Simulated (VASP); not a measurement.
# SiMo3 (I4/mmm) in VASP: single point with PBE

Aim: the single point of SiMo3 with PBE.

All numbers are computed with VASP 6.6.1; they aren't measurements. Logs are shortened: lines on timing, memory, paths and dates and some standing lists are left out, and cuts for length are marked.

## 1. The cell of the first run

It takes space group I4/mmm (No. 139, tetragonal). Conventional cell: a = 3.656 Å, b = 3.656 Å, c = 8.995 Å, α = 90.00°, β = 90.00°, γ = 90.00°. Within 3.4 Å of Si (site symmetry 4/mmm) lie 12 Mo at 2.58 to 2.90 Å. Within 3.4 Å of Mo (site symmetry -4m2) lie 8 Mo at 2.58 to 2.90 Å and 4 Si at 2.90 Å. Within 3.4 Å of Mo (site symmetry 4/mmm) lie 4 Si at 2.58 Å and 8 Mo at 2.90 Å.

## 2. Single point, PBE

INCAR reads:

```
PREC     = Accurate       # precision mode
ENCUT    = 500            # plane-wave cutoff, eV
EDIFF    = 1E-6           # SCF threshold, eV
ISMEAR   = 0              # smearing method
SIGMA    = 0.2            # smearing width, eV
LREAL    = F              # projectors in reciprocal space
LASPH    = T              # aspherical terms in the spheres
NELM     = 120            # most SCF steps
ALGO     = Normal         # electronic algorithm
ISIF     = 2              # what is computed and relaxed
LWAVE    = F              # write WAVECAR
LCHARG   = F              # write CHGCAR
GGA      = PE             # functional
NBANDS   = 31             # bands
GGA_COMPAT= F
```

KPOINTS reads:

```
regular mesh
0
Gamma
  7 7 7
```

POSCAR reads:

```
SiMo3
1.0
   -1.8278654716      1.8278654716      4.4976090955
    1.8278654716     -1.8278654716      4.4976090955
    1.8278654716      1.8278654716     -4.4976090955
Si Mo
1 3
Direct
    0.0000000000      0.0000000000      0.0000000000
    0.7500000000      0.2500000000      0.5000000000
    0.2500000000      0.7500000000      0.5000000000
    0.5000000000      0.5000000000      0.0000000000
```

Potentials or basis: VASP PAW PBE potentials, release 64 (Si, Mo_sv).

The run is started by

```
$ cat potpaw_PBE.64/Si/POTCAR potpaw_PBE.64/Mo_sv/POTCAR > POTCAR
$ mpirun -np 1 vasp_std > vasp.out
```

OUTCAR:

```text
PREC = Accurate
   ENCUT = 500
   EDIFF = 1E-6
   ISMEAR = 0
   LREAL = F
   LASPH = T
   NELM = 120
   ISIF = 2
   GGA = PE

 ion  position               nearest neighbor table
   1  0.000  0.000  0.000-   4 2.58   4 2.58   4 2.58   4 2.58   3 2.90   2 2.90   3 2.90   3 2.90
                             2 2.90   2 2.90   3 2.90   2 2.90
   2  0.750  0.250  0.500-   3 2.58   3 2.58   3 2.58   3 2.58   4 2.90   1 2.90   4 2.90   1 2.90
                             4 2.90   4 2.90   1 2.90   1 2.90
   3  0.250  0.750  0.500-   2 2.58   2 2.58   2 2.58   2 2.58   4 2.90   1 2.90   4 2.90   4 2.90
                             1 2.90   1 2.90   4 2.90   1 2.90
   4  0.500  0.500  0.000-   1 2.58   1 2.58   1 2.58   1 2.58   3 2.90   2 2.90   3 2.90   2 2.90
                             3 2.90   3 2.90   2 2.90   2 2.90

  LATTYP: Found a body centered tetragonal cell.
 ALAT       =     3.6557309432
 C/A-ratio  =     2.4605799307

  Lattice vectors:

 A1 = (  -1.8278654716,   1.8278654716,   4.4976090955)
 A2 = (   1.8278654716,  -1.8278654716,   4.4976090955)
 A3 = (   1.8278654716,   1.8278654716,  -4.4976090955)

Analysis of symmetry for initial positions (statically):
=====================================================================
 Subroutine PRICEL returns:
 Original cell was already a primitive cell.

 Routine SETGRP: Setting up the symmetry group for a
 body centered tetragonal supercell.

 Subroutine GETGRP returns: Found 16 space group operations
 (whereof 16 operations were pure point group operations)
 out of a pool of 16 trial point group operations.

The static configuration has the point symmetry D_4h.

Analysis of symmetry for dynamics (positions and initial velocities):
=====================================================================
 Subroutine PRICEL returns:
 Original cell was already a primitive cell.

 Routine SETGRP: Setting up the symmetry group for a
 body centered tetragonal supercell.

 Subroutine GETGRP returns: Found 16 space group operations
 (whereof 16 operations were pure point group operations)
 out of a pool of 16 trial point group operations.

The dynamic configuration has the point symmetry D_4h.

 Subroutine INISYM returns: Found 16 space group operations
 (whereof 16 operations are pure point group operations),
 and found     1 'primitive' translations

----------------------------------------------------------------------------------------

                                     Primitive cell

  volume of cell :      60.1077

  direct lattice vectors                    reciprocal lattice vectors
    -1.827865472  1.827865472  4.497609095     0.000000000  0.273543107  0.111170177
     1.827865472 -1.827865472  4.497609095     0.273543107  0.000000000  0.111170177
     1.827865472  1.827865472 -4.497609095     0.273543107  0.273543107  0.000000000

  length of vectors
     5.187549705  5.187549705  5.187549705     0.295270452  0.295270452  0.386848372

  position of ions in fractional coordinates (direct lattice)
     0.000000000  0.000000000  0.000000000
     0.750000000  0.250000000  0.500000000
     0.250000000  0.750000000  0.500000000
     0.500000000  0.500000000  0.000000000

  ion indices of the primitive-cell ions
   primitive index   ion index
                 1           1
                 2           2
                 3           3
                 4           4

----------------------------------------------------------------------------------------

 KPOINTS: regular mesh

Automatic generation of k-mesh.
 Grid dimensions read from file:
 generate k-points for:    7    7    7

 Generating k-lattice:

  Cartesian coordinates                     Fractional coordinates (reciprocal lattice)
     0.000000000  0.039077587  0.015881454     0.142857143  0.000000000  0.000000000
     0.039077587  0.000000000  0.015881454     0.000000000  0.142857143  0.000000000
     0.039077587  0.039077587  0.000000000     0.000000000  0.000000000  0.142857143

  Length of vectors
     0.042181493  0.042181493  0.055264053

  Shift w.r.t. Gamma in fractional coordinates (k-lattice)
     0.000000000  0.000000000  0.000000000

 Subroutine IBZKPT returns following result:
 ===========================================

 Found     40 irreducible k-points:

 Following reciprocal coordinates:
            Coordinates               Weight
  0.000000  0.000000  0.000000      1.000000
  0.142857  0.000000 -0.000000      8.000000
  0.285714  0.000000  0.000000      8.000000
  0.428571  0.000000  0.000000      8.000000
  0.142857  0.142857 -0.000000      8.000000
  0.285714  0.142857  0.000000     16.000000
[... 16 lines left out ...]
 -0.142857  0.285714  0.142857      8.000000
 -0.428571  0.428571  0.142857      8.000000
 [... further k-points ...]
   k-points           NKPTS =     40   k-points in BZ     NKDIM =     40   number of bands    NBANDS=     31
   number of dos      NEDOS =    301   number of ions     NIONS =      4
   total plane-waves  NPLWV =  64000
   dimension x,y,z NGX =    40 NGY =   40 NGZ =   40
   dimension x,y,z NGXF=    80 NGYF=   80 NGZF=   80
   ions per type =               1   3
   NGX,Y,Z   is equivalent  to a cutoff of  12.82, 12.82, 12.82 a.u.
   NGXF,Y,Z  is equivalent  to a cutoff of  25.64, 25.64, 25.64 a.u.
 SYSTEM =  unknown system
   PREC   = accura    normal or accurate (medium, high low for compatibility)
   ISTART =      0    job   : 0-new  1-cont  2-samecut
   ICHARG =      2    charge: 1-file 2-atom 10-const
   ISPIN  =      1    spin polarized calculation?
   LNONCOLLINEAR =      F non collinear calculations
   LSORBIT =      F    spin-orbit coupling
   LASPH  =      T    aspherical Exc in radial PAW
   ENCUT  =  500.0 eV  36.75 Ry    6.06 a.u.   9.46  9.46  9.46*2*pi/ulx,y,z
   NELM   =    120;   NELMIN=  2; NELMDL= -5     # of ELM steps
   EDIFF  = 0.1E-05   stopping-criterion for ELM
   LREAL  =      F    real-space projection
   EDIFFG = 0.1E-04   stopping-criterion for IOM
   NSW    =      0    number of steps for IOM
   IBRION =     -1    ionic relax: 0-MD 1-quasi-New 2-CG
   NFREE  =      0    steps in history (QN), initial steepest desc. (CG)
   ISIF   =      2    stress and relaxation
   ISYM   =      2    0-nonsym 1-usesym 2-fastsym
   POTIM  = 0.5000    time-step for ionic-motion
   TEBEG  =    0.0;   TEEND  =   0.0 temperature during run
   PSTRESS=    0.0 pullay stress
   NELECT =      46.0000    total number of electrons
   NUPDOWN=      -1.0000    fix difference up-down
   EMIN   =  10.00;   EMAX   =-10.00  energy-range for DOS
   EFERMI =   0.00;   METHOD = LEGACY
   ISMEAR =     0;   SIGMA  =   0.20  broadening in eV -4-tet -1-fermi 0-gaus
   EFERMI_NEDOS =   21; number of points for ismear=-14 and -15
   IALGO  =     38    algorithm
   IMIX   =      4    mixing-type and parameters
     AMIX     =   0.40;   BMIX     =  1.00
     AMIX_MAG =   1.60;   BMIX_MAG =  1.00
  volume/ion in A,a.u.               =      15.03       101.41
  Fermi-wavevector in a.u.,A,eV,Ry     =   1.497444  2.829760 30.508887  2.242340
  Thomas-Fermi vector in A             =   2.609331
   LORBIT       =      0    0 simple, 1 ext, 2 COOP (PROOUT), +10 PAW based schemes
   GGA     = PE    functional components
   LHFCALC =     F    Hartree Fock is set to
   AEXX    =    0.0000 exact exchange contribution
   IVDW    =     0    specifies the selected vdW correction
   LEPSILON=     F    determine dielectric tensor
   LRPA    =     F    only Hartree local field effects (RPA)
 non-spin polarized calculation
 Gauss-broadening in eV      SIGMA  =   0.20
  energy-cutoff  :      500.00
  volume of cell :       60.11
 maximum number of plane-waves:      1553
 NGX is ok and might be reduce to    40
   NGX = 19   NGY = 19   NGZ = 19

 number of electron      46.0000002 magnetization

 Free energy of the ion-electron system (eV)
  ---------------------------------------------------
  ext. energy  EPLUGINS =         0.00000000
  ---------------------------------------------------
  free energy    TOTEN  =       -38.38703049 eV

  energy without entropy =      -38.32960002  energy(sigma->0) =      -38.35831526

 E-fermi :  12.2131     XC(G=0): -12.9535

 val. band max:       12.2081497031   @ k =  -0.4286  -0.4286   0.4286
 cond. band min:      12.2208999314   @ k =  -0.2857   0.2857   0.1429
 fundamental gap:      0.0127502283
 Fermi energy:        12.2130770972

 k-point     1 :       0.0000    0.0000    0.0000
  band No.  band energies     occupation
      1     -48.8595      2.00000
      2     -48.5741      2.00000
      3     -48.4247      2.00000
      4     -23.4012      2.00000
      5     -23.4012      2.00000
      6     -23.2688      2.00000
[... 23 lines left out ...]
     30      16.2111      0.00000
     31      17.0429      0.00000

 k-point     2 :       0.1429    0.0000   -0.0000
  band No.  band energies     occupation
      1     -48.8378      2.00000
      2     -48.5752      2.00000
      3     -48.4452      2.00000
      4     -23.3718      2.00000
      5     -23.3438      2.00000
      6     -23.2125      2.00000
[... 23 lines left out ...]
     30      16.1706      0.00000
     31      17.3309      0.00000

 k-point     3 :       0.2857    0.0000    0.0000
  band No.  band energies     occupation
      1     -48.7773      2.00000
      2     -48.5785      2.00000
      3     -48.5017      2.00000
      4     -23.2605      2.00000
      5     -23.1826      2.00000
      6     -23.1037      2.00000
[... 23 lines left out ...]
     30      15.5218      0.00000
     31      17.2173      0.00000

 k-point     4 :       0.4286    0.0000    0.0000
  band No.  band energies     occupation
      1     -48.6923      2.00000
      2     -48.6008      2.00000
      3     -48.5639      2.00000
      4     -23.1047      2.00000
      5     -23.0241      2.00000
      6     -22.9627      2.00000
[... 635 lines left out ...]
     30      15.2073      0.00000
     31      17.0533      0.00000

 k-point    23 :      -0.1429    0.2857    0.1429
  band No.  band energies     occupation
      1     -48.6989      2.00000
      2     -48.5875      2.00000
      3     -48.5705      2.00000
      4     -23.1231      2.00000
      5     -23.0066      2.00000
      6     -22.9275      2.00000
[... 23 lines left out ...]
     30      15.1662      0.00000
     31      17.3164      0.00000

 k-point    24 :      -0.4286    0.4286    0.1429
  band No.  band energies     occupation
      1     -48.6562      2.00000
      2     -48.6137      2.00000
      3     -48.5806      2.00000
      4     -23.5216      2.00000
      5     -23.4272      2.00000
      6     -23.0728      2.00000
[... 23 lines left out ...]
     30      15.1591      0.00000
     31      16.9152      0.00000

 [... further k-points ...]

------------------------ aborting loop because EDIFF is reached ----------------------------------------

  FORCE on cell =-STRESS in cart. coord.  units (eV):
  Direction    XX          YY          ZZ          XY          YZ          ZX
  --------------------------------------------------------------------------------------
  -------------------------------------------------------------------------------------
  Total        0.1471740      0.1471740      0.1379302      0.0000000      0.0000000      0.0000000
  in kB        3.9229383      3.9229383      3.6765441      0.0000000      0.0000000      0.0000000
  external PRESSURE =       3.8408069 kB  Pullay stress =       0.0000000 kB

 VOLUME and BASIS-vectors are now :
 -----------------------------------------------------------------------------
  energy-cutoff  :      500.00
  volume of cell :       60.11
      direct lattice vectors                 reciprocal lattice vectors
    -1.827865472  1.827865472  4.497609095     0.000000000  0.273543107  0.111170177
     1.827865472 -1.827865472  4.497609095     0.273543107  0.000000000  0.111170177
     1.827865472  1.827865472 -4.497609095     0.273543107  0.273543107  0.000000000

 POSITION                                       TOTAL-FORCE (eV/Angst)
 -----------------------------------------------------------------------------------
      0.00000      0.00000      0.00000        -0.000000      0.000000      0.000000
      0.00000      1.82787      2.24880         0.000000      0.000000     -0.000000
      1.82787      0.00000      2.24880        -0.000000     -0.000000      0.000000
      0.00000      0.00000      4.49761        -0.000000      0.000000      0.000000
 -----------------------------------------------------------------------------------
    total drift:                                0.000000     -0.000000      0.000000

  FREE ENERGIE OF THE ION-ELECTRON SYSTEM (eV)
  ---------------------------------------------------
  free  energy   TOTEN  =       -38.3870304930 eV

  energy  without entropy=      -38.3296000241  energy(sigma->0) =      -38.35831526
```

It took 2.6 min on 1 thread of Intel Xeon 8259CL, shared host; peak memory 0.26 GiB.

Results:

- Free energy: -38.3870 eV
- Pressure: 0.4 GPa
- Band gap on the k mesh: zero (band 23 reaches 12.59 eV, above the bottom of band 24 at 11.70 eV)

Levels at points of the mesh, in eV from the Fermi level:
| k point | band 19 | band 20 | band 21 | band 22 | band 23 | band 24 | band 25 | band 26 | band 27 | band 28 |
| --- | --- | --- | --- | --- | --- | --- | --- | --- | --- | --- |
| (0.00, 0.00, 0.00) | -2.85 | -1.56 | -1.07 | -1.07 | -0.53 | -0.51 | 0.90 | 2.11 | 2.11 | 3.24 |
